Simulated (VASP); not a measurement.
Write the native input for VASP 6.6.1 that does the following.

| Item | Value |
| --- | --- |
| Task | single point |
| Functional | PBE |
| Potentials or basis | VASP PAW PBE potentials, release 64 (Sn_d, Pb_d, S) |
| Cutoff | 520 eV |
| k mesh | 6 × 6 × 6 |
| Occupations | gaussian, width 0.1 eV |
| Spin | no spin polarisation |
| Dipole correction | no |
| Further INCAR settings | ALGO = Normal; EDIFF = 1e-06; NBANDS = 50 |

The structure of SnPb3S4 lies in POSCAR:

```
SnPb3S4
1.0
    5.9732222942      0.0000000000      0.0000000000
    0.0000000000      5.9732222942      0.0000000000
    0.0000000000      0.0000000000      5.9732222942
Sn Pb S
1 3 4
Direct
    0.0000000000      0.0000000000      0.0000000000
    0.5000000000      0.5000000000      0.0000000000
    0.0000000000      0.5000000000      0.5000000000
    0.5000000000      0.0000000000      0.5000000000
    0.0000000000      0.0000000000      0.5000000000
    0.5000000000      0.0000000000      0.0000000000
    0.0000000000      0.5000000000      0.0000000000
    0.5000000000      0.5000000000      0.5000000000
```

These files were run (other wordings do the same):

INCAR

```
SYSTEM = SnPb3S4
PREC = Accurate
ENCUT = 520
EDIFF = 1E-6
ISMEAR = 0
SIGMA = 0.1
LREAL = .FALSE.
LASPH = .TRUE.
NELM = 100
ALGO = Normal
ISIF = 2
LWAVE = .FALSE.
LCHARG = .FALSE.
GGA = PE
NBANDS = 50
```

KPOINTS

```
Automatic mesh
0
G
  6 6 6
  0 0 0
```

Potentials or basis: VASP PAW PBE potentials, release 64 (Sn_d, Pb_d, S).

The run is started by

```bash
$ cat potpaw_PBE.64/Sn_d/POTCAR potpaw_PBE.64/Pb_d/POTCAR potpaw_PBE.64/S/POTCAR > POTCAR
$ mpirun -np 1 vasp_std > vasp.out
```

It gave:

```
Pressure               : -0.1 GPa
Band gap on the k mesh : zero (filled and empty bands touch)
```

Caveat: semilocal functionals underestimate gaps, and a narrow one can read as zero; spin-orbit coupling is left out, which moves the levels of the heavy elements.

Wall time 2.7 min on 1 thread of Intel(R) Xeon(R) Platinum 8259CL CPU @ 2.50GHz (Skylake/Cascade Lake), with other jobs on the host, peak memory 0.43 GiB.
